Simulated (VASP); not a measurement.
Set up this calculation in VASP 6.6.1, as the native input.

| Property | Result |
| --- | --- |
| Task | single point |
| Functional | PBE |
| Potentials or basis | VASP PAW PBE potentials, release 64 (Y_sv, Lu, N) |
| Cutoff | 520 eV |
| k mesh | 12 × 12 × 4 |
| Occupations | gaussian, width 0.01 eV |
| Spin | no spin polarisation |
| Dipole correction | no |
| Further INCAR settings | ALGO = Normal; EDIFF = 1e-07; NBANDS = 40 |

The structure of Y2LuN3 lies in POSCAR:

```
Y2LuN3
1.0
    3.3285139899      0.0000000280      0.0000000000
   -1.6642570192      2.8825776582      0.0000000000
    0.0000000000      0.0000000000      8.1576620092
Y Lu N
2 1 3
Direct
    0.3333333333      0.6666666667      0.6692171534
    0.6666666667      0.3333333333      0.3307828466
    0.0000000000      0.0000000000      0.0000000000
    0.3333333333      0.6666666667      0.1611050168
    0.6666666667      0.3333333333      0.8388949832
    0.0000000000      0.0000000000      0.5000000000
```

One way to write it, as run:

INCAR

```
SYSTEM = Y2LuN3
  ALGO = Normal
  EDIFF = 1E-7
  ENCUT = 520
  GGA = PE
  ISIF = 2
  ISMEAR = 0
  LASPH = .TRUE.
  LCHARG = .FALSE.
  LREAL = .FALSE.
  LWAVE = .FALSE.
  NBANDS = 40
  NELM = 100
  PREC = Accurate
  SIGMA = 0.01
```

KPOINTS

```
k-points
0
G
  12 12 4
  0 0 0
```

Potentials or basis: VASP PAW PBE potentials, release 64 (Y_sv, Lu, N).

Command:

```console
$ cat potpaw_PBE.64/Y_sv/POTCAR potpaw_PBE.64/Lu/POTCAR potpaw_PBE.64/N/POTCAR > POTCAR
$ mpirun -np 1 vasp_std > vasp.out
```

It gave:

| Quantity | Value |
| --- | --- |
| Pressure | 18.8 GPa |
| Largest force | 0.070 eV/Å |
| Band gap on the k mesh | zero (bands 31 and 32 overlap by 0.14 eV) |

Caveat: the cell stands under pressure; spin-orbit coupling is left out, which moves the levels of the heavy elements.

Wall time 3.4 min on 1 thread of AMD EPYC 9R45 96-Core Processor (Zen 5) (shared host), peak memory 0.35 GiB.
